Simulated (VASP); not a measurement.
# Al2GaN3 (P31m) in VASP: single point with r2SCAN

Aim: the single point of Al2GaN3 with r2SCAN.

Program: VASP 6.6.1. These are calculated values, not measurements. Logs are shortened: lines on timing, memory, paths and dates and some standing lists are left out, and cuts for length are marked.

## Step 1: The cell of the first run

It takes space group P31m (No. 157, trigonal). Conventional cell: a = 5.469 Å, b = 5.469 Å, c = 5.103 Å, α = 90.00°, β = 90.00°, γ = 120.00°. Al (site symmetry m) has 4 N at 1.91 to 1.92 Å within 2.5 Å. Al (site symmetry 3m) has 4 N at 1.89 to 1.91 Å within 2.5 Å. Ga (site symmetry 3) has 4 N at 1.96 to 1.98 Å within 2.6 Å. Within 2.5 Å of N (site symmetry m) lie 2 Al at 1.89 to 1.91 Å and 2 Ga at 1.96 Å. Within 2.5 Å of N (site symmetry 3m) lie 4 Al at 1.91 to 1.92 Å. N (site symmetry 3) has 3 Al at 1.91 Å and 1 Ga at 1.98 Å within 2.5 Å.

## Step 2: Single point, r2SCAN

File POSCAR:

```
Al2GaN3
1.0
    5.4685279600      0.0000000000      0.0000000000
   -2.7342639800      4.7358841347      0.0000000000
    0.0000000000      0.0000000000      5.1031560000
Al Ga N
4 2 6
Direct
    0.6687975000      0.0000000000      0.9972550000
    0.3312025000      0.3312025000      0.9972550000
    0.0000000000      0.6687975000      0.9972550000
    0.0000000000      0.0000000000      0.4986360000
    0.6666666667      0.3333333333      0.4985220000
    0.3333333333      0.6666666667      0.4985220000
    0.6755295000      0.0000000000      0.3715540000
    0.3244705000      0.3244705000      0.3715540000
    0.0000000000      0.6755295000      0.3715540000
    0.0000000000      0.0000000000      0.8738580000
    0.6666666667      0.3333333333      0.8870170000
    0.3333333333      0.6666666667      0.8870170000
```

File INCAR.step1:

```
PREC = Accurate
ENCUT = 520
ISMEAR = 0
SIGMA = 0.02
LREAL = False
LASPH = True
NELM = 80
NBANDS = 46
GGA = PE
ALGO = Normal
EDIFF = 1E-4
LWAVE = True
LCHARG = False
```

File INCAR.step2:

```
PREC = Accurate
ENCUT = 520
EDIFF = 1E-6
ISMEAR = 0
SIGMA = 0.02
LREAL = False
LASPH = True
NELM = 80
ALGO = Normal
ISIF = 2
LWAVE = False
LCHARG = False
METAGGA = R2SCAN
LMIXTAU = True
NBANDS = 46
ISTART = 1
```

File KPOINTS:

```
Automatic mesh
0
Gamma
  6 6 6
```

Potentials or basis: VASP PAW PBE potentials, release 64 (Al, Ga_d, N).

Run with:

```bash
cat potpaw_PBE.64/Al/POTCAR potpaw_PBE.64/Ga_d/POTCAR potpaw_PBE.64/N/POTCAR > POTCAR
cp INCAR.step1 INCAR
mpirun -np 1 vasp_std > vasp.out
cp INCAR.step2 INCAR
mpirun -np 1 vasp_std > vasp.out
```

OUTCAR:

```text
PREC = Accurate
   ENCUT = 520
   EDIFF = 1E-6
   ISMEAR = 0
   LREAL = False
   LASPH = True
   NELM = 80
   ISIF = 2
   METAGGA = R2SCAN
   ISTART = 1

 ion  position               nearest neighbor table
   1  0.669  0.000  0.997-   7 1.91  11 1.91  12 1.91  10 1.92   4 3.12   5 3.13   6 3.13   4 3.13
                             3 3.14   2 3.14   2 3.17   3 3.17   2 3.17   3 3.17
   2  0.331  0.331  0.997-   8 1.91  11 1.91  12 1.91  10 1.92   4 3.12   5 3.13   6 3.13   4 3.13
                             1 3.14   3 3.14   1 3.17   3 3.17   3 3.17   1 3.17
   3  0.000  0.669  0.997-   9 1.91  12 1.91  11 1.91  10 1.92   4 3.12   6 3.13   5 3.13   4 3.13
                             1 3.14   2 3.14   1 3.17   2 3.17   2 3.17   1 3.17
   4  0.000  0.000  0.499-   7 1.89   8 1.89   9 1.89  10 1.91   1 3.12   2 3.12   3 3.12   1 3.13
                             2 3.13   3 3.13
   5  0.667  0.333  0.499-   7 1.96   9 1.96   8 1.96  11 1.98   1 3.13   3 3.13   2 3.13
   6  0.333  0.667  0.499-   9 1.96   7 1.96   8 1.96  12 1.98   3 3.13   1 3.13   2 3.13
   7  0.676  0.000  0.372-   4 1.89   1 1.91   5 1.96   6 1.96
   8  0.324  0.324  0.372-   4 1.89   2 1.91   5 1.96   6 1.96
   9  0.000  0.676  0.372-   4 1.89   3 1.91   6 1.96   5 1.96
  10  0.000  0.000  0.874-   4 1.91   1 1.92   3 1.92   2 1.92
  11  0.667  0.333  0.887-   1 1.91   3 1.91   2 1.91   5 1.98
  12  0.333  0.667  0.887-   3 1.91   1 1.91   2 1.91   6 1.98

  LATTYP: Found a hexagonal cell.
 ALAT       =     5.4685279600
 C/A-ratio  =     0.9331864146

  Lattice vectors:

 A1 = (   5.4685279600,   0.0000000000,   0.0000000000)
 A2 = (  -2.7342639800,   4.7358841347,   0.0000000000)
 A3 = (   0.0000000000,   0.0000000000,   5.1031560000)

Analysis of symmetry for initial positions (statically):
=====================================================================
 Subroutine PRICEL returns:
 Original cell was already a primitive cell.

 Routine SETGRP: Setting up the symmetry group for a
 hexagonal supercell.

 Subroutine GETGRP returns: Found  6 space group operations
 (whereof  6 operations were pure point group operations)
 out of a pool of 24 trial point group operations.

The static configuration has the point symmetry C_3v.

Analysis of symmetry for dynamics (positions and initial velocities):
=====================================================================
 Subroutine PRICEL returns:
 Original cell was already a primitive cell.

 Routine SETGRP: Setting up the symmetry group for a
 hexagonal supercell.

 Subroutine GETGRP returns: Found  6 space group operations
 (whereof  6 operations were pure point group operations)
 out of a pool of 24 trial point group operations.

The dynamic configuration has the point symmetry C_3v.

 Subroutine INISYM returns: Found  6 space group operations
 (whereof  6 operations are pure point group operations),
 and found     1 'primitive' translations

----------------------------------------------------------------------------------------

                                     Primitive cell

  volume of cell :     132.1631

  direct lattice vectors                    reciprocal lattice vectors
     5.468527960  0.000000000  0.000000000     0.182864567  0.105576907  0.000000000
    -2.734263980  4.735884135  0.000000000     0.000000000  0.211153814  0.000000000
     0.000000000  0.000000000  5.103156000     0.000000000  0.000000000  0.195957168

  length of vectors
     5.468527960  5.468527960  5.103156000     0.211153814  0.211153814  0.195957168

  position of ions in fractional coordinates (direct lattice)
     0.668797500  0.000000000  0.997255000
     0.331202500  0.331202500  0.997255000
     0.000000000  0.668797500  0.997255000
     0.000000000  0.000000000  0.498636000
     0.666666667  0.333333333  0.498522000
     0.333333333  0.666666667  0.498522000
     0.675529500  0.000000000  0.371554000
     0.324470500  0.324470500  0.371554000
     0.000000000  0.675529500  0.371554000
     0.000000000  0.000000000  0.873858000
     0.666666667  0.333333333  0.887017000
     0.333333333  0.666666667  0.887017000

  ion indices of the primitive-cell ions
   primitive index   ion index
                 1           1
                 2           2
                 3           3
                 4           4
                 5           5
                 6           6
                 7           7
                 8           8
                 9           9
                10          10
                11          11
                12          12

----------------------------------------------------------------------------------------

 KPOINTS: Automatic mesh

Automatic generation of k-mesh.
 Grid dimensions read from file:
 generate k-points for:    6    6    6

 Generating k-lattice:

  Cartesian coordinates                     Fractional coordinates (reciprocal lattice)
     0.030477428  0.017596151  0.000000000     0.166666667  0.000000000  0.000000000
     0.000000000  0.035192302  0.000000000     0.000000000  0.166666667  0.000000000
     0.000000000  0.000000000  0.032659528     0.000000000  0.000000000  0.166666667

  Length of vectors
     0.035192302  0.035192302  0.032659528

  Shift w.r.t. Gamma in fractional coordinates (k-lattice)
     0.000000000  0.000000000  0.000000000

 Subroutine IBZKPT returns following result:
 ===========================================

 Found     34 irreducible k-points:

 Following reciprocal coordinates:
            Coordinates               Weight
  0.000000  0.000000  0.000000      1.000000
  0.166667  0.000000  0.000000      6.000000
  0.333333  0.000000  0.000000      6.000000
  0.500000  0.000000  0.000000      3.000000
  0.166667  0.166667  0.000000      6.000000
  0.333333  0.166667  0.000000     12.000000
[... 16 lines left out ...]
 -0.166667  0.333333  0.333333      6.000000
  0.333333  0.166667  0.333333     12.000000
 [... further k-points ...]
   k-points           NKPTS =     34   k-points in BZ     NKDIM =     34   number of bands    NBANDS=     46
   number of dos      NEDOS =    301   number of ions     NIONS =     12
   total plane-waves  NPLWV =  70560
   dimension x,y,z NGX =    42 NGY =   42 NGZ =   40
   dimension x,y,z NGXF=    84 NGYF=   84 NGZF=   80
   ions per type =               4   2   6
   NGX,Y,Z   is equivalent  to a cutoff of  12.77, 12.77, 13.03 a.u.
   NGXF,Y,Z  is equivalent  to a cutoff of  25.54, 25.54, 26.06 a.u.
 SYSTEM =  unknown system
   PREC   = accura    normal or accurate (medium, high low for compatibility)
   ISTART =      1    job   : 0-new  1-cont  2-samecut
   ICHARG =      0    charge: 1-file 2-atom 10-const
   ISPIN  =      1    spin polarized calculation?
   LNONCOLLINEAR =      F non collinear calculations
   LSORBIT =      F    spin-orbit coupling
   LASPH  =      T    aspherical Exc in radial PAW
   ENCUT  =  520.0 eV  38.22 Ry    6.18 a.u.  10.17 10.17  9.49*2*pi/ulx,y,z
   NELM   =     80;   NELMIN=  2; NELMDL=  0     # of ELM steps
   EDIFF  = 0.1E-05   stopping-criterion for ELM
   LREAL  =      F    real-space projection
   EDIFFG = 0.1E-04   stopping-criterion for IOM
   NSW    =      0    number of steps for IOM
   IBRION =     -1    ionic relax: 0-MD 1-quasi-New 2-CG
   NFREE  =      0    steps in history (QN), initial steepest desc. (CG)
   ISIF   =      2    stress and relaxation
   ISYM   =      2    0-nonsym 1-usesym 2-fastsym
   POTIM  = 0.5000    time-step for ionic-motion
   TEBEG  =    0.0;   TEEND  =   0.0 temperature during run
   PSTRESS=    0.0 pullay stress
   NELECT =      68.0000    total number of electrons
   NUPDOWN=      -1.0000    fix difference up-down
   EMIN   =  10.00;   EMAX   =-10.00  energy-range for DOS
   EFERMI =   0.00;   METHOD = LEGACY
   ISMEAR =     0;   SIGMA  =   0.02  broadening in eV -4-tet -1-fermi 0-gaus
   EFERMI_NEDOS =   21; number of points for ismear=-14 and -15
   IALGO  =     38    algorithm
   IMIX   =      4    mixing-type and parameters
     AMIX     =   0.40;   BMIX     =  1.00
     AMIX_MAG =   1.60;   BMIX_MAG =  1.00
  volume/ion in A,a.u.               =      11.01        74.32
  Fermi-wavevector in a.u.,A,eV,Ry     =   1.311820  2.478981 23.413892  1.720873
  Thomas-Fermi vector in A             =   2.442255
   LORBIT       =      0    0 simple, 1 ext, 2 COOP (PROOUT), +10 PAW based schemes
   METAGGA = R2SCAN    functional components
   LHFCALC =     F    Hartree Fock is set to
   AEXX    =    0.0000 exact exchange contribution
   IVDW    =     0    specifies the selected vdW correction
   LEPSILON=     F    determine dielectric tensor
   LRPA    =     F    only Hartree local field effects (RPA)
 non-spin polarized calculation
 Gauss-broadening in eV      SIGMA  =   0.02
  energy-cutoff  :      520.00
  volume of cell :      132.16
 maximum number of plane-waves:      3588
 NGX is ok and might be reduce to    42
   NGX = 21   NGY = 21   NGZ = 19

 number of electron      68.0000027 magnetization

 Free energy of the ion-electron system (eV)
  ---------------------------------------------------
  ext. energy  EPLUGINS =         0.00000000
  ---------------------------------------------------
  free energy    TOTEN  =      -120.62946208 eV

  energy without entropy =     -120.62946208  energy(sigma->0) =     -120.62946208

 E-fermi :   5.3877     XC(G=0): -11.7261

 val. band max:        5.2995869680   @ k =   0.0000   0.0000   0.0000
 cond. band min:       9.0526094083   @ k =   0.0000   0.0000   0.0000
 fundamental gap:      3.7530224402
 Fermi energy:         5.3876573414

 k-point     1 :       0.0000    0.0000    0.0000
  band No.  band energies     occupation
      1     -10.7192      2.00000
      2      -9.3473      2.00000
      3      -9.3473      2.00000
      4      -9.3329      2.00000
      5      -8.9016      2.00000
      6      -8.3542      2.00000
[... 38 lines left out ...]
     45      16.1117      0.00000
     46      16.8021      0.00000
[... 1086 lines left out ...]
      6      -8.6931      2.00000
[... 38 lines left out ...]
     45      15.2023      0.00000
     46      16.0146      0.00000

 [... further k-points ...]
[... 5 lines left out ...]
  --------------------------------------------------------------------------------------
  -------------------------------------------------------------------------------------
  Total       -4.1972493     -4.1972493     -4.1882597      0.0000000      0.0000000      0.0000000
  in kB      -50.8820966    -50.8820966    -50.7731185      0.0000000      0.0000000      0.0000000
  external PRESSURE =     -50.8457705 kB  Pullay stress =       0.0000000 kB

 VOLUME and BASIS-vectors are now :
 -----------------------------------------------------------------------------
  energy-cutoff  :      520.00
  volume of cell :      132.16
      direct lattice vectors                 reciprocal lattice vectors
     5.468527960  0.000000000  0.000000000     0.182864567  0.105576907  0.000000000
    -2.734263980  4.735884135  0.000000000     0.000000000  0.211153814  0.000000000
     0.000000000  0.000000000  5.103156000     0.000000000  0.000000000  0.195957168

 POSITION                                       TOTAL-FORCE (eV/Angst)
 -----------------------------------------------------------------------------------
      3.65734      0.00000      5.08915        -0.005115      0.000000      0.022887
      0.90560      1.56854      5.08915         0.002558      0.004430      0.022887
     -1.82867      3.16735      5.08915         0.002558     -0.004430      0.022887
      0.00000      0.00000      2.54462        -0.000000      0.000000     -0.012060
      2.73426      1.57863      2.54404        -0.000000      0.000000     -0.020233
     -0.00000      3.15726      2.54404        -0.000000      0.000000     -0.020233
      3.69415      0.00000      1.89610         0.005296      0.000000      0.003483
      0.88719      1.53665      1.89610        -0.002648     -0.004586      0.003483
     -1.84708      3.19923      1.89610        -0.002648      0.004586      0.003483
      0.00000      0.00000      4.45943        -0.000000      0.000000     -0.013085
      2.73426      1.57863      4.52659        -0.000000      0.000000     -0.006750
     -0.00000      3.15726      4.52659        -0.000000      0.000000     -0.006750
 -----------------------------------------------------------------------------------
    total drift:                               -0.000228     -0.000396      0.004307

  FREE ENERGIE OF THE ION-ELECTRON SYSTEM (eV)
  ---------------------------------------------------
  free  energy   TOTEN  =      -120.6294620756 eV

  energy  without entropy=     -120.6294620756  energy(sigma->0) =     -120.62946208
```

It took 24 min on 1 thread of Intel Xeon 8259CL, shared host; peak memory 0.38 GiB.

What came out:

```
Free energy            : -120.6295 eV
Pressure               : -5.1 GPa
Largest force          : 0.023 eV/Å
Band gap on the k mesh : 3.75 eV
```

Forces in eV/Å, atoms in the order of the input:
```
Al  -0.005  0.000  0.023
Al   0.003  0.004  0.023
Al   0.003 -0.004  0.023
Al   0.000  0.000 -0.012
Ga   0.000  0.000 -0.020
Ga   0.000  0.000 -0.020
N    0.005  0.000  0.003
N   -0.003 -0.005  0.003
N   -0.003  0.005  0.003
N    0.000  0.000 -0.013
N    0.000  0.000 -0.007
N    0.000  0.000 -0.007
```

Caveat: the cell stands under tension; the PAW data sets were made with another functional, which shifts forces and pressure a little.
